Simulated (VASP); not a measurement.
# WAu (P1) in VASP: single point with PBE

Aim: the single point of WAu with PBE.

Everything below comes from runs of VASP 6.6.1. Logs are shortened: lines on timing, memory, paths and dates and some standing lists are left out, and cuts for length are marked.

## (1) The cell of the first run

The typed cell holds 2 atoms: a = 3.886 Å, b = 3.886 Å, c = 3.886 Å, α = 60.00°, β = 60.00°, γ = 60.00°.

## (2) Single point, PBE

INCAR reads:

```
SYSTEM = WAu
PREC     = Accurate       ! precision mode
ENCUT    = 520            ! plane-wave cutoff, eV
EDIFF    = 1E-7           ! SCF threshold, eV
ISMEAR   = 0              ! smearing method
SIGMA    = 0.05           ! smearing width, eV
LREAL    = .False.        ! projectors in reciprocal space
LASPH    = .True.         ! aspherical terms in the spheres
NELM     = 100            ! most SCF steps
ALGO     = Fast           ! electronic algorithm
ISIF     = 2              ! what is computed and relaxed
LWAVE    = .False.        ! write WAVECAR
LCHARG   = .False.        ! write CHGCAR
GGA      = PE             ! functional
NBANDS   = 20             ! bands
```

KPOINTS reads:

```
regular mesh
0
Gamma
  10 10 10
  0 0 0
```

POSCAR reads:

```
WAu
1.0
    0.0000000000      2.7479792600      2.7479792600
    2.7479792600      0.0000000000      2.7479792600
    2.7479792600      2.7479792600      0.0000000000
W Au
1 1
Direct
    0.0038740000     -0.0029770000     -0.0070910000
    0.7383630000      0.7513000000      0.7580640000
```

Potentials or basis: VASP PAW PBE potentials, release 64 (W_sv, Au).

The run is started by

```bash
> cat potpaw_PBE.64/W_sv/POTCAR potpaw_PBE.64/Au/POTCAR > POTCAR
> mpirun -np 1 vasp_std > vasp.out
```

OUTCAR:

```text
SYSTEM = WAu
   PREC = Accurate
   ENCUT = 520
   EDIFF = 1E-7
   ISMEAR = 0
   LREAL = .False.
   LASPH = .True.
   NELM = 100
   ISIF = 2
   GGA = PE

 ion  position               nearest neighbor table
   1  0.004  0.997  0.993-   2 2.33   2 2.37   2 2.39   2 2.43
   2  0.738  0.751  0.758-   1 2.33   1 2.37   1 2.39   1 2.43

  LATTYP: Found a face centered cubic cell.
 ALAT       =     5.4959585200

  Lattice vectors:

 A1 = (   0.0000000000,   2.7479792600,   2.7479792600)
 A2 = (   2.7479792600,   0.0000000000,   2.7479792600)
 A3 = (   2.7479792600,   2.7479792600,   0.0000000000)

Analysis of symmetry for initial positions (statically):
=====================================================================
 Subroutine PRICEL returns:
 Original cell was already a primitive cell.

 Routine SETGRP: Setting up the symmetry group for a
 face centered cubic supercell.

 Subroutine GETGRP returns: Found  1 space group operations
 (whereof  1 operations were pure point group operations)
 out of a pool of 48 trial point group operations.

The static configuration has the point symmetry C_1 .

Analysis of symmetry for dynamics (positions and initial velocities):
=====================================================================
 Subroutine PRICEL returns:
 Original cell was already a primitive cell.

 Routine SETGRP: Setting up the symmetry group for a
 face centered cubic supercell.

 Subroutine GETGRP returns: Found  1 space group operations
 (whereof  1 operations were pure point group operations)
 out of a pool of 48 trial point group operations.

The dynamic configuration has the point symmetry C_1 .

 Subroutine INISYM returns: Found  1 space group operations
 (whereof  1 operations are pure point group operations),
 and found     1 'primitive' translations

----------------------------------------------------------------------------------------

                                     Primitive cell

  volume of cell :      41.5021

  direct lattice vectors                    reciprocal lattice vectors
     0.000000000  2.747979260  2.747979260    -0.181951883  0.181951883  0.181951883
     2.747979260  0.000000000  2.747979260     0.181951883 -0.181951883  0.181951883
     2.747979260  2.747979260  0.000000000     0.181951883  0.181951883 -0.181951883

  length of vectors
     3.886229539  3.886229539  3.886229539     0.315149905  0.315149905  0.315149905

  position of ions in fractional coordinates (direct lattice)
     0.003874000  0.997023000  0.992909000
     0.738363000  0.751300000  0.758064000

  ion indices of the primitive-cell ions
   primitive index   ion index
                 1           1
                 2           2

----------------------------------------------------------------------------------------

 KPOINTS: regular mesh

Automatic generation of k-mesh.
 Grid dimensions read from file:
 generate k-points for:   10   10   10

 Generating k-lattice:

  Cartesian coordinates                     Fractional coordinates (reciprocal lattice)
    -0.018195188  0.018195188  0.018195188     0.100000000  0.000000000  0.000000000
     0.018195188 -0.018195188  0.018195188     0.000000000  0.100000000  0.000000000
     0.018195188  0.018195188 -0.018195188     0.000000000  0.000000000  0.100000000

  Length of vectors
     0.031514991  0.031514991  0.031514991

  Shift w.r.t. Gamma in fractional coordinates (k-lattice)
     0.000000000  0.000000000  0.000000000

 Subroutine IBZKPT returns following result:
 ===========================================

 Found    504 irreducible k-points:

 Following reciprocal coordinates:
            Coordinates               Weight
  0.000000  0.000000  0.000000      1.000000
  0.100000  0.000000  0.000000      2.000000
  0.000000  0.100000  0.000000      2.000000
  0.000000  0.000000  0.100000      2.000000
  0.100000  0.100000  0.100000      2.000000
  0.200000  0.000000  0.000000      2.000000
[... 16 lines left out ...]
  0.000000  0.100000  0.100000      2.000000
  0.100000  0.000000  0.100000      2.000000
 [... further k-points ...]
   k-points           NKPTS =    504   k-points in BZ     NKDIM =    504   number of bands    NBANDS=     20
   number of dos      NEDOS =    301   number of ions     NIONS =      2
   total plane-waves  NPLWV =  27000
   dimension x,y,z NGX =    30 NGY =   30 NGZ =   30
   dimension x,y,z NGXF=    60 NGYF=   60 NGZF=   60
   ions per type =               1   1
   NGX,Y,Z   is equivalent  to a cutoff of  12.83, 12.83, 12.83 a.u.
   NGXF,Y,Z  is equivalent  to a cutoff of  25.67, 25.67, 25.67 a.u.
 SYSTEM =  WAu
   PREC   = accura    normal or accurate (medium, high low for compatibility)
   ISTART =      0    job   : 0-new  1-cont  2-samecut
   ICHARG =      2    charge: 1-file 2-atom 10-const
   ISPIN  =      1    spin polarized calculation?
   LNONCOLLINEAR =      F non collinear calculations
   LSORBIT =      F    spin-orbit coupling
   LASPH  =      T    aspherical Exc in radial PAW
   ENCUT  =  520.0 eV  38.22 Ry    6.18 a.u.   7.23  7.23  7.23*2*pi/ulx,y,z
   NELM   =    100;   NELMIN=  2; NELMDL= -5     # of ELM steps
   EDIFF  = 0.1E-06   stopping-criterion for ELM
   LREAL  =      F    real-space projection
   EDIFFG = 0.1E-05   stopping-criterion for IOM
   NSW    =      0    number of steps for IOM
   IBRION =     -1    ionic relax: 0-MD 1-quasi-New 2-CG
   NFREE  =      0    steps in history (QN), initial steepest desc. (CG)
   ISIF   =      2    stress and relaxation
   ISYM   =      2    0-nonsym 1-usesym 2-fastsym
   POTIM  = 0.5000    time-step for ionic-motion
   TEBEG  =    0.0;   TEEND  =   0.0 temperature during run
   PSTRESS=    0.0 pullay stress
   NELECT =      25.0000    total number of electrons
   NUPDOWN=      -1.0000    fix difference up-down
   EMIN   =  10.00;   EMAX   =-10.00  energy-range for DOS
   EFERMI =   0.00;   METHOD = LEGACY
   ISMEAR =     0;   SIGMA  =   0.05  broadening in eV -4-tet -1-fermi 0-gaus
   EFERMI_NEDOS =   21; number of points for ismear=-14 and -15
   IALGO  =     68    algorithm
   IMIX   =      4    mixing-type and parameters
     AMIX     =   0.40;   BMIX     =  1.00
     AMIX_MAG =   1.60;   BMIX_MAG =  1.00
  volume/ion in A,a.u.               =      20.75       140.04
  Fermi-wavevector in a.u.,A,eV,Ry     =   1.382605  2.612744 26.008842  1.911596
  Thomas-Fermi vector in A             =   2.507280
   LORBIT       =      0    0 simple, 1 ext, 2 COOP (PROOUT), +10 PAW based schemes
   GGA     = PE    functional components
   LHFCALC =     F    Hartree Fock is set to
   AEXX    =    0.0000 exact exchange contribution
   IVDW    =     0    specifies the selected vdW correction
   LEPSILON=     F    determine dielectric tensor
   LRPA    =     F    only Hartree local field effects (RPA)
 non-spin polarized calculation
 RMM-DIIS sequential band-by-band and
 Gauss-broadening in eV      SIGMA  =   0.05
  energy-cutoff  :      520.00
  volume of cell :       41.50
 maximum number of plane-waves:      1139
 NGX is ok and might be reduce to    30
   NGX = 15   NGY = 15   NGZ = 15

 number of electron      25.0000000 magnetization

 Free energy of the ion-electron system (eV)
  ---------------------------------------------------
  ext. energy  EPLUGINS =         0.00000000
  ---------------------------------------------------
  free energy    TOTEN  =       -11.59595823 eV

  energy without entropy =      -11.59356393  energy(sigma->0) =      -11.59476108

 E-fermi :   7.6200     XC(G=0): -11.5428

 val. band max:        7.6191879557   @ k =   0.4000   0.0000   0.2000
 cond. band min:       7.6205112420   @ k =   0.1000  -0.3000  -0.2000
 fundamental gap:      0.0013232864
 Fermi energy:         7.6199835424

 k-point     1 :       0.0000    0.0000    0.0000
  band No.  band energies     occupation
      1     -66.4491      2.00000
      2     -30.7847      2.00000
      3     -30.7517      2.00000
      4     -30.7327      2.00000
      5      -0.8965      2.00000
      6       0.9201      2.00000
[... 12 lines left out ...]
     19      19.4181      0.00000
     20      19.5778      0.00000

 k-point     2 :       0.1000    0.0000    0.0000
  band No.  band energies     occupation
      1     -66.4488      2.00000
      2     -30.7872      2.00000
      3     -30.7511      2.00000
      4     -30.7323      2.00000
      5      -0.7109      2.00000
      6       0.8382      2.00000
[... 12 lines left out ...]
     19      19.5297      0.00000
     20      20.0909      0.00000

 k-point     3 :       0.0000    0.1000    0.0000
  band No.  band energies     occupation
      1     -66.4488      2.00000
      2     -30.7845      2.00000
      3     -30.7533      2.00000
      4     -30.7332      2.00000
      5      -0.7166      2.00000
      6       0.8548      2.00000
[... 12 lines left out ...]
     19      19.4710      0.00000
     20      19.9656      0.00000

 k-point     4 :       0.0000    0.0000    0.1000
  band No.  band energies     occupation
      1     -66.4489      2.00000
      2     -30.7844      2.00000
      3     -30.7518      2.00000
      4     -30.7349      2.00000
      5      -0.7200      2.00000
      6       0.8658      2.00000
[... 12 lines left out ...]
     19      19.4581      0.00000
     20      19.8583      0.00000

 k-point     5 :       0.1000    0.1000    0.1000
  band No.  band energies     occupation
      1     -66.4488      2.00000
      2     -30.7853      2.00000
      3     -30.7529      2.00000
      4     -30.7326      2.00000
      5      -0.7142      2.00000
      6       0.8508      2.00000
[... 12 lines left out ...]
     19      19.5146      0.00000
     20      20.0224      0.00000
[... 353 lines left out ...]
      6       1.0304      2.00000
[... 12 lines left out ...]
     19      16.8911      0.00000
     20      21.9326      0.00000

 k-point    22 :       0.1000    0.1000    0.0000
  band No.  band energies     occupation
      1     -66.4487      2.00000
      2     -30.7858      2.00000
      3     -30.7521      2.00000
      4     -30.7335      2.00000
      5      -0.6526      2.00000
      6       0.7160      2.00000
[... 12 lines left out ...]
     19      18.8901      0.00000
     20      20.2190      0.00000

 k-point    23 :       0.0000    0.1000    0.1000
  band No.  band energies     occupation
      1     -66.4487      2.00000
      2     -30.7847      2.00000
      3     -30.7543      2.00000
      4     -30.7325      2.00000
      5      -0.6527      2.00000
      6       0.7204      2.00000
[... 12 lines left out ...]
     19      18.9098      0.00000
     20      20.2249      0.00000

 k-point    24 :       0.1000    0.0000    0.1000
  band No.  band energies     occupation
      1     -66.4487      2.00000
      2     -30.7864      2.00000
      3     -30.7510      2.00000
      4     -30.7341      2.00000
      5      -0.6525      2.00000
      6       0.7138      2.00000
[... 12 lines left out ...]
     19      18.8727      0.00000
     20      20.2270      0.00000

 [... further k-points ...]

------------------------ aborting loop because EDIFF is reached ----------------------------------------

  FORCE on cell =-STRESS in cart. coord.  units (eV):
  Direction    XX          YY          ZZ          XY          YZ          ZX
  --------------------------------------------------------------------------------------
  -------------------------------------------------------------------------------------
  Total        8.6065073      8.7314149      8.6895364     -0.9859346      1.7027671     -0.1226892
  in kB      332.2516727    337.0736954    335.4569855    -38.0617137     65.7348213     -4.7363801
  external PRESSURE =     334.9274512 kB  Pullay stress =       0.0000000 kB

 VOLUME and BASIS-vectors are now :
 -----------------------------------------------------------------------------
  energy-cutoff  :      520.00
  volume of cell :       41.50
      direct lattice vectors                 reciprocal lattice vectors
     0.000000000  2.747979260  2.747979260    -0.181951883  0.181951883  0.181951883
     2.747979260  0.000000000  2.747979260     0.181951883 -0.181951883  0.181951883
     2.747979260  2.747979260  0.000000000     0.181951883  0.181951883 -0.181951883

 POSITION                                       TOTAL-FORCE (eV/Angst)
 -----------------------------------------------------------------------------------
      5.46829      2.73914      2.75044         1.179158     -0.113920     -0.688674
      4.14770      4.11215      4.09356        -1.179158      0.113920      0.688674
 -----------------------------------------------------------------------------------
    total drift:                                0.000078     -0.000016      0.000013

  FREE ENERGIE OF THE ION-ELECTRON SYSTEM (eV)
  ---------------------------------------------------
  free  energy   TOTEN  =       -11.5959582337 eV

  energy  without entropy=      -11.5935639336  energy(sigma->0) =      -11.59476108
```

Wall time 5.1 min (1 thread of AMD EPYC 9R45 (Zen 5), shared host); peak memory 0.48 GiB.

Results:

- Free energy: -11.5960 eV
- Pressure: 33.5 GPa
- Largest force: 1.370 eV/Å

Forces on the atoms (eV/Å):
```
W    1.179 -0.114 -0.689
Au  -1.179  0.114  0.689
```

Caveat: spin-orbit coupling is left out, which moves the levels of the heavy elements; forces of over 1 eV/Å act on the atoms, so gaps and moduli don't describe the material at rest.
